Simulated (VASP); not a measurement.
Input of a VASP 6.6.1 run:

Contents of INCAR:

```
  PREC = Accurate
  ENCUT = 520
  EDIFF = 1E-6
  ISMEAR = -1
  SIGMA = 0.05
  LREAL = F
  LASPH = T
  NELM = 150
  ALGO = Normal
  ISIF = 2
  LWAVE = F
  LCHARG = T
  ISPIN = 2
  MAGMOM = 0 0 1 1
  LORBIT = 11
  NUPDOWN = 2.0
  LMAXMIX = 4
  GGA = PE
  LELF = T
  LVHAR = T
  NBANDS = 30
```

Contents of KPOINTS:

```
Automatic mesh
0
Gamma
  6 6 4
```

POSCAR

```
MnSb
1.0
    4.1500000000      0.0000000000      0.0000000000
   -2.0750000000      3.5940054257      0.0000000000
    0.0000000000      0.0000000000      5.7800000000
Sb Mn
2 2
Direct
    0.6666666667      0.3333333333      0.7500000000
    0.3333333333      0.6666666667      0.2500000000
    0.0000000000      0.0000000000      0.5000000000
    0.0000000000      0.0000000000      0.0000000000
```

Potentials or basis: VASP PAW PBE potentials, release 64 (Sb, Mn_pv).

Run with:

```console
$ cat potpaw_PBE.64/Sb/POTCAR potpaw_PBE.64/Mn_pv/POTCAR > POTCAR
$ mpirun -np 1 vasp_std > vasp.out
```

(1) Predict the pressure.

Answers

(1) -14.2 GPa.

Caveat: the cell stands under tension; the total moment is fixed, so each spin has its own Fermi level.
